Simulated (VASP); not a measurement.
# GaGe (F-43m) in VASP: a series of runs

Aim: see how the results for GaGe move with the level of theory and the settings. Levels: revPBE, BLYP, LDA. Tasks: relaxation of cell and atoms, single point.

All numbers are computed with VASP 6.6.1; they aren't measurements. Logs are shortened: lines on timing, memory, paths and dates and some standing lists are left out, and cuts for length are marked.

### 1 The cell of the first run

The structure is cubic, space group F-43m (No. 216). The conventional cell has a = 5.796 Å, b = 5.796 Å, c = 5.796 Å, α = 90.00°, β = 90.00°, γ = 90.00°. Within 3.3 Å of Ge (site symmetry -43m) lie 4 Ga at 2.51 Å. Within 3.3 Å of Ga (site symmetry -43m) lie 4 Ge at 2.51 Å.

### 2 Relaxation of cell and atoms, revPBE

Input file INCAR:

```
ALGO = Normal
EDIFF = 1E-6
EDIFFG = -0.01
ENCUT = 600
GGA = RE
IBRION = 2
ISIF = 3
ISMEAR = -1
LASPH = True
LCHARG = False
LREAL = False
LWAVE = False
NELM = 100
NSW = 60
PREC = Accurate
SIGMA = 0.05
```

Input file KPOINTS:

```
k-points
0
Gamma
  8 8 8
```

Input file POSCAR:

```
GaGe
1.0
    0.0000000000      2.8978440000      2.8978440000
    2.8978440000      0.0000000000      2.8978440000
    2.8978440000      2.8978440000      0.0000000000
Ge Ga
1 1
Direct
    0.0000000000      0.0000000000      0.0000000000
    0.2500000000      0.2500000000      0.2500000000
```

Potentials or basis: VASP PAW PBE potentials, release 64 (Ge_d, Ga_d).

On the command line:

```sh
cat potpaw_PBE.64/Ge_d/POTCAR potpaw_PBE.64/Ga_d/POTCAR > POTCAR
mpirun -np 1 vasp_std > vasp.out
```

OUTCAR:

```text
EDIFF = 1E-6
   EDIFFG = -0.01
   ENCUT = 600
   GGA = RE
   IBRION = 2
   ISIF = 3
   ISMEAR = -1
   LASPH = True
   LREAL = False
   NELM = 100
   NSW = 60
   PREC = Accurate

 ion  position               nearest neighbor table
   1  0.000  0.000  0.000-   2 2.51   2 2.51   2 2.51   2 2.51
   2  0.250  0.250  0.250-   1 2.51   1 2.51   1 2.51   1 2.51

  LATTYP: Found a face centered cubic cell.
 ALAT       =     5.7956880000

  Lattice vectors:

 A1 = (   0.0000000000,   2.8978440000,   2.8978440000)
 A2 = (   2.8978440000,   0.0000000000,   2.8978440000)
 A3 = (   2.8978440000,   2.8978440000,   0.0000000000)

Analysis of symmetry for initial positions (statically):
=====================================================================
 Subroutine PRICEL returns:
 Original cell was already a primitive cell.

 Routine SETGRP: Setting up the symmetry group for a
 face centered cubic supercell.

 Subroutine GETGRP returns: Found 24 space group operations
 (whereof 24 operations were pure point group operations)
 out of a pool of 48 trial point group operations.

The static configuration has the point symmetry T_d .

Analysis of symmetry for dynamics (positions and initial velocities):
=====================================================================
 Subroutine PRICEL returns:
 Original cell was already a primitive cell.

 Routine SETGRP: Setting up the symmetry group for a
 face centered cubic supercell.

 Subroutine GETGRP returns: Found 24 space group operations
 (whereof 24 operations were pure point group operations)
 out of a pool of 48 trial point group operations.

The dynamic configuration has the point symmetry T_d .

 Subroutine INISYM returns: Found 24 space group operations
 (whereof 24 operations are pure point group operations),
 and found     1 'primitive' translations

----------------------------------------------------------------------------------------

                                     Primitive cell

  volume of cell :      48.6693

  direct lattice vectors                    reciprocal lattice vectors
     0.000000000  2.897844000  2.897844000    -0.172542069  0.172542069  0.172542069
     2.897844000  0.000000000  2.897844000     0.172542069 -0.172542069  0.172542069
[... 93 lines left out ...]
   POTIM  = 0.5000    time-step for ionic-motion
   TEBEG  =    0.0;   TEEND  =   0.0 temperature during run
   PSTRESS=    0.0 pullay stress
   NELECT =      27.0000    total number of electrons
   NUPDOWN=      -1.0000    fix difference up-down
   EMIN   =  10.00;   EMAX   =-10.00  energy-range for DOS
   EFERMI =   0.00;   METHOD = LEGACY
   ISMEAR =    -1;   SIGMA  =   0.05  broadening in eV -4-tet -1-fermi 0-gaus
   EFERMI_NEDOS =   21; number of points for ismear=-14 and -15
   IALGO  =     38    algorithm
   IMIX   =      4    mixing-type and parameters
     AMIX     =   0.40;   BMIX     =  1.00
     AMIX_MAG =   1.60;   BMIX_MAG =  1.00
  volume/ion in A,a.u.               =      24.33       164.22
  Fermi-wavevector in a.u.,A,eV,Ry     =   1.345172  2.542006 24.619567  1.809487
  Thomas-Fermi vector in A             =   2.473106
   LORBIT       =      0    0 simple, 1 ext, 2 COOP (PROOUT), +10 PAW based schemes
   GGA     = RE    functional components
   LHFCALC =     F    Hartree Fock is set to
   AEXX    =    0.0000 exact exchange contribution
   IVDW    =     0    specifies the selected vdW correction
   LEPSILON=     F    determine dielectric tensor
   LRPA    =     F    only Hartree local field effects (RPA)
 conjugate gradient relaxation of ions
 non-spin polarized calculation
  energy-cutoff  :      600.00
  volume of cell :       48.67
 maximum number of plane-waves:      1639
 NGX is ok and might be reduce to    36
   NGX = 17   NGY = 17   NGZ = 17

--------------------------------------- Ionic step        1  -------------------------------------------

 number of electron      27.0000007 magnetization

 Free energy of the ion-electron system (eV)
  ---------------------------------------------------
  ext. energy  EPLUGINS =         0.00000000
  ---------------------------------------------------
  free energy    TOTEN  =        -6.52247069 eV

  energy without entropy =       -6.51394247  energy(sigma->0) =       -6.51820658

------------------------ aborting loop because EDIFF is reached ----------------------------------------

  FORCE on cell =-STRESS in cart. coord.  units (eV):
  Direction    XX          YY          ZZ          XY          YZ          ZX
  --------------------------------------------------------------------------------------
  -------------------------------------------------------------------------------------
  Total        0.4374662      0.4374662      0.4374662      0.0000000      0.0000000      0.0000000
  in kB       14.4012452     14.4012452     14.4012452      0.0000000      0.0000000      0.0000000
  external PRESSURE =      14.4012452 kB  Pullay stress =       0.0000000 kB
[... 167 lines left out ...]
--------------------------------------- Ionic step        6  -------------------------------------------

 number of electron      27.0000008 magnetization

 Free energy of the ion-electron system (eV)
  ---------------------------------------------------
  ext. energy  EPLUGINS =         0.00000000
  ---------------------------------------------------
  free energy    TOTEN  =        -6.52912275 eV

  energy without entropy =       -6.52042060  energy(sigma->0) =       -6.52477167

 E-fermi :   2.9495     XC(G=0):  -9.3022

 val. band max:        2.7200604440   @ k =   0.2500   0.2500   0.0000
 cond. band min:       2.9860454525   @ k =   0.5000   0.1250   0.0000
 fundamental gap:      0.2659850086
 Fermi energy:         2.9494556687

 k-point     1 :       0.0000    0.0000    0.0000
  band No.  band energies     occupation
      1     -21.0361      2.00000
      2     -21.0360      2.00000
      3     -21.0360      2.00000
      4     -21.0186      2.00000
      5     -21.0186      2.00000
      6     -11.3987      2.00000
[... 457 lines left out ...]
      4     -21.0184      2.00000
      5     -21.0173      2.00000
      6     -11.4266      2.00000
[... 9 lines left out ...]
     16       7.8474      0.00000
     17      10.1109      0.00000

 [... further k-points ...]

------------------------ aborting loop because EDIFF is reached ----------------------------------------

  FORCE on cell =-STRESS in cart. coord.  units (eV):
  Direction    XX          YY          ZZ          XY          YZ          ZX
  --------------------------------------------------------------------------------------
  -------------------------------------------------------------------------------------
  Total       -0.0157139     -0.0157139     -0.0157139      0.0000000      0.0000000      0.0000000
  in kB       -0.5026049     -0.5026049     -0.5026049      0.0000000      0.0000000      0.0000000
  external PRESSURE =      -0.5026049 kB  Pullay stress =       0.0000000 kB
[... 17 lines left out ...]
  FREE ENERGIE OF THE ION-ELECTRON SYSTEM (eV)
  ---------------------------------------------------
  free  energy   TOTEN  =        -6.5291227481 eV

  energy  without entropy=       -6.5204205965  energy(sigma->0) =       -6.52477167

 reached required accuracy - stopping structural energy minimisation
```

CONTCAR:

```text
GaGe
   1.00000000000000
    -0.0000000000000000    2.9258112271911081    2.9258112271911081
     2.9258112271911081    0.0000000000000000    2.9258112271911081
     2.9258112271911081    2.9258112271911081    0.0000000000000000
  Ge              Ga
     1     1
Direct
     1.0000000000000000    1.0000000000000000    1.0000000000000000
     0.2500000000000000    0.2500000000000000    0.2500000000000000

  0.00000000E+00  0.00000000E+00  0.00000000E+00
  0.00000000E+00  0.00000000E+00  0.00000000E+00
```

Run time: 59 s. Hardware: 1 thread of Intel Xeon 6975P-C (Granite Rapids), shared host; peak memory 0.23 GiB.

Results:

```
Free energy                            : -6.5291 eV
Relaxed volume                         : 25.05 Å³/atom
Relaxed cell                           : a = 4.138 Å, b = 4.138 Å, c = 4.138 Å, α = 60.00°, β = 60.00°, γ = 60.00°
Space group after relaxing (to 0.05 Å) : F-43m (No. 216)
Energy gained by relaxing              : 3.3 meV/atom
Ionic steps                            : 6
Pressure after relaxing                : -0.1 GPa
```

The path:
| step | energy change (eV) | largest force (eV/Å) | pressure (GPa) | volume (Å³) |
| --- | --- | --- | --- | --- |
| 1 | 0.0000 | 0.0000 | 1.44 | 48.67 |
| 2 | -0.0067 | 0.0000 | 0.11 | 50.23 |
| 3 | -0.0064 | 0.0000 | -0.09 | 50.48 |
| 4 | -0.0066 | 0.0000 | -0.23 | 50.37 |
| 5 | -0.0066 | 0.0000 | -0.16 | 50.27 |
| 6 | -0.0067 | 0.0000 | -0.05 | 50.09 |

Final structure:
```xyz
2
Lattice="0.0000 2.9258 2.9258 2.9258 0.0000 2.9258 2.9258 2.9258 0.0000" Properties=species:S:1:pos:R:3 pbc="T T T"
Ge    5.8516    5.8516    5.8516
Ga    1.4629    1.4629    1.4629
```

Levels at points of the mesh, in eV from the Fermi level:
```tsv
k point	band 11	band 12	band 13	band 14	band 15	band 16	band 17
(0.00, 0.00, 0.00)	-10.36	1.63	1.63	1.63	1.86	4.31	4.31
(0.50, 0.00, 0.00)	-8.48	-5.26	0.37	0.37	1.98	5.29	5.29
(0.50, 0.50, 0.00)	-7.46	-5.72	-1.21	-1.21	2.36	2.44	10.78
```

Caveat: the PAW data sets were made with another functional, which shifts forces and pressure a little.

### 3 Relaxation of cell and atoms, BLYP

Input file INCAR:

```
AGGAC = 1.0
AGGAX = 1.0
ALDAC = 0.0
ALDAX = 1.0
ALGO = Normal
EDIFF = 1E-6
EDIFFG = -0.01
ENCUT = 600
GGA = B5
IBRION = 2
ISIF = 3
ISMEAR = -1
LASPH = True
LCHARG = False
LREAL = False
LWAVE = False
NELM = 80
NSW = 60
PREC = Accurate
SIGMA = 0.05
```

KPOINTS is that of step 2.

POSCAR is that of step 2.

Potentials or basis: VASP PAW PBE potentials, release 64 (Ge_d, Ga_d).

On the command line:

```sh
cat potpaw_PBE.64/Ge_d/POTCAR potpaw_PBE.64/Ga_d/POTCAR > POTCAR
mpirun -np 1 vasp_std > vasp.out
```

OUTCAR:

```text
EDIFF = 1E-6
   EDIFFG = -0.01
   ENCUT = 600
   GGA = B5
   IBRION = 2
   ISIF = 3
   ISMEAR = -1
   LASPH = True
   LREAL = False
   NELM = 80
   NSW = 60
   PREC = Accurate

 ion  position               nearest neighbor table
   1  0.000  0.000  0.000-   2 2.51   2 2.51   2 2.51   2 2.51
   2  0.250  0.250  0.250-   1 2.51   1 2.51   1 2.51   1 2.51

  LATTYP: Found a face centered cubic cell.
 ALAT       =     5.7956880000

  Lattice vectors:

 A1 = (   0.0000000000,   2.8978440000,   2.8978440000)
 A2 = (   2.8978440000,   0.0000000000,   2.8978440000)
 A3 = (   2.8978440000,   2.8978440000,   0.0000000000)

Analysis of symmetry for initial positions (statically):
=====================================================================
 Subroutine PRICEL returns:
 Original cell was already a primitive cell.

 Routine SETGRP: Setting up the symmetry group for a
 face centered cubic supercell.

 Subroutine GETGRP returns: Found 24 space group operations
 (whereof 24 operations were pure point group operations)
 out of a pool of 48 trial point group operations.

The static configuration has the point symmetry T_d .

[... 168 lines left out ...]
  -------------------------------------------------------------------------------------
  Total        1.0358065      1.0358065      1.0358065     -0.0000000     -0.0000000     -0.0000000
  in kB       34.0984158     34.0984158     34.0984158     -0.0000000     -0.0000000     -0.0000000
  external PRESSURE =      34.0984158 kB  Pullay stress =       0.0000000 kB
[... 59 lines left out ...]
--------------------------------------- Ionic step        3  -------------------------------------------

 number of electron      26.9999989 magnetization

 Free energy of the ion-electron system (eV)
  ---------------------------------------------------
  ext. energy  EPLUGINS =         0.00000000
  ---------------------------------------------------
  free energy    TOTEN  =        -5.86949403 eV

  energy without entropy =       -5.86032867  energy(sigma->0) =       -5.86491135

 E-fermi :   2.9378     XC(G=0):  -8.6299

 val. band max:        2.7340506844   @ k =   0.2500   0.2500   0.0000
 cond. band min:       2.9682507019   @ k =   0.5000   0.1250   0.0000
 fundamental gap:      0.2342000175
 Fermi energy:         2.9378180737

 k-point     1 :       0.0000    0.0000    0.0000
  band No.  band energies     occupation
      1     -21.0059      2.00000
      2     -21.0059      2.00000
      3     -21.0059      2.00000
      4     -20.9898      2.00000
      5     -20.9898      2.00000
      6     -11.4543      2.00000
[... 457 lines left out ...]
      4     -20.9897      2.00000
      5     -20.9888      2.00000
      6     -11.4779      2.00000
[... 9 lines left out ...]
     16       7.8405      0.00000
     17       9.8021      0.00000

 [... further k-points ...]

------------------------ aborting loop because EDIFF is reached ----------------------------------------

  FORCE on cell =-STRESS in cart. coord.  units (eV):
  Direction    XX          YY          ZZ          XY          YZ          ZX
  --------------------------------------------------------------------------------------
  -------------------------------------------------------------------------------------
  Total        0.0000322      0.0000322      0.0000322      0.0000000     -0.0000000      0.0000000
  in kB        0.0009788      0.0009788      0.0009788      0.0000000     -0.0000000      0.0000000
  external PRESSURE =       0.0009788 kB  Pullay stress =       0.0000000 kB
[... 17 lines left out ...]
  FREE ENERGIE OF THE ION-ELECTRON SYSTEM (eV)
  ---------------------------------------------------
  free  energy   TOTEN  =        -5.8694940266 eV

  energy  without entropy=       -5.8603286712  energy(sigma->0) =       -5.86491135

 reached required accuracy - stopping structural energy minimisation
```

OSZICAR:

```text
N       E                     dE             d eps       ncg     rms          rms(c)
DAV:   1     0.148986836225E+03    0.14899E+03   -0.16094E+04   986   0.384E+03
DAV:   2     0.115741328131E+02   -0.13741E+03   -0.13625E+03  1010   0.511E+02
DAV:   3    -0.538577027837E+01   -0.16960E+02   -0.16886E+02  1129   0.145E+02
DAV:   4    -0.587489959836E+01   -0.48913E+00   -0.48884E+00  1183   0.254E+01
[... 21 lines left out ...]
DAV:   2    -0.587161211548E+01    0.68877E-02   -0.12856E-02  1250   0.218E+00    0.263E-01
DAV:   3    -0.586968041170E+01    0.19317E-02   -0.34265E-03  1264   0.992E-01    0.524E-02
DAV:   4    -0.586951122248E+01    0.16919E-03   -0.22775E-04  1180   0.276E-01    0.222E-02
DAV:   5    -0.586949424598E+01    0.16977E-04   -0.17166E-05  1191   0.664E-02    0.776E-03
DAV:   6    -0.586949402665E+01    0.21933E-06   -0.17987E-06   558   0.268E-02
   3 F= -.58694940E+01 E0= -.58649113E+01  d E =-.380278E-01
```

CONTCAR:

```text
GaGe
   1.00000000000000
     0.0000000000000000    2.9756509211108826    2.9756509211108826
     2.9756509211108826   -0.0000000000000000    2.9756509211108826
     2.9756509211108826    2.9756509211108826   -0.0000000000000000
  Ge              Ga
     1     1
Direct
     0.0000000000000000    0.0000000000000000    0.0000000000000000
     0.2500000000000000    0.2500000000000000    0.2500000000000000

  0.00000000E+00  0.00000000E+00  0.00000000E+00
  0.00000000E+00  0.00000000E+00  0.00000000E+00
```

Run time: 58 s. Hardware: 1 thread of Intel Xeon 6975P-C (Granite Rapids), shared host; peak memory 0.23 GiB.

What came out:

```yaml
Free_energy: -5.8695 eV
Relaxed_volume: 26.35 Å³/atom
Relaxed_cell: a = 4.208 Å, b = 4.208 Å, c = 4.208 Å, α = 60.00°, β = 60.00°, γ = 60.00°
Space_group_after_relaxing_to_0.05_Å: F-43m (No. 216)
Energy_gained_by_relaxing: 19.0 meV/atom
Ionic_steps: 3
Pressure_after_relaxing: 0.0 GPa
```

The path:
| step | energy change (eV) | largest force (eV/Å) | pressure (GPa) | volume (Å³) |
| --- | --- | --- | --- | --- |
| 1 | 0.0000 | 0.0000 | 3.41 | 48.67 |
| 2 | -0.0381 | 0.0000 | 0.17 | 52.41 |
| 3 | -0.0380 | 0.0000 | 0.00 | 52.70 |

Final structure:
```
CELL_PARAMETERS angstrom
0.00000 2.97565 2.97565
2.97565 0.00000 2.97565
2.97565 2.97565 0.00000
ATOMIC_POSITIONS crystal
Ge 0.00000 0.00000 0.00000
Ga 0.25000 0.25000 0.25000
```

Caveat: the PAW data sets were made with another functional, which shifts forces and pressure a little.

[end of part 1 of 2]
